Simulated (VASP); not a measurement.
# C: single point with r2SCAN

C:

```
C
1.0
    -2.42911    2.42911    2.42911
     2.42911   -2.42911    2.42911
     2.42911    2.42911   -2.42911
C
8
Direct
  0.30025 0.96219 0.96219
  0.69975 0.66194 0.66194
  0.00000 0.33806 0.03781
  0.00000 0.03781 0.33806
  0.00000 0.68715 0.03781
  0.35066 0.31285 0.31285
  0.64934 0.96219 0.96219
  0.00000 0.03781 0.68715
```

This cell differs from its parent crystal: mode 4 (716.0 1/cm) frozen in, largest displacement -0.150 Å.

```yaml
Program: VASP 6.6.1
Task: single point
Functional: r2SCAN
Potentials_or_basis: VASP PAW PBE potentials, release 64 (C)
Cutoff: 520 eV
k_mesh: 8 × 8 × 8
Occupations: gaussian, width 0.05 eV
Spin: no spin polarisation
```

- Pressure: -3.1 GPa
- Largest force: 3.476 eV/Å
- Band gap on the k mesh: 2.76 eV, indirect (least direct gap 3.70 eV)

Forces on the atoms (eV/Å):
```
C    2.785  1.470  1.470
C    2.785 -1.470 -1.470
C   -2.785 -1.470  1.470
C   -2.785  1.470 -1.470
C   -2.523 -1.150  1.150
C    2.523 -1.150 -1.150
C    2.523  1.150  1.150
C   -2.523  1.150 -1.150
```

Stress tensor (GPa, compression positive):
```
-10.88   0.00   0.00
  0.00   0.81   0.00
  0.00   0.00   0.81
```

Levels at points of the mesh, in eV from the valence-band top:
```csv
k point,band 13,band 14,band 15,band 16,band 17,band 18,band 19,band 20
"(0.00, 0.00, 0.00)",-5.60,-1.22,-0.34,-0.34,3.80,3.80,4.21,5.78
"(0.50, 0.00, 0.00)",-3.88,-3.31,-2.53,-1.97,3.79,4.85,5.44,6.28
"(0.00, 0.50, 0.00)",-4.55,-3.62,-2.49,-1.51,3.78,4.76,4.88,6.51
"(0.50, 0.50, 0.50)",-6.72,-0.04,-0.04,0.00,3.70,5.38,5.49,5.49
```

Wall time 3 min on 1 thread of Intel(R) Xeon(R) Platinum 8259CL CPU @ 2.50GHz (Skylake/Cascade Lake) (shared host), peak memory 0.21 GiB.

Caveat: the cell differs from its parent crystal (mode 4 (716.0 1/cm) frozen in, largest displacement -0.150 Å); the PAW data sets were made with another functional, which shifts forces and pressure a little. A k mesh can miss the band edges.
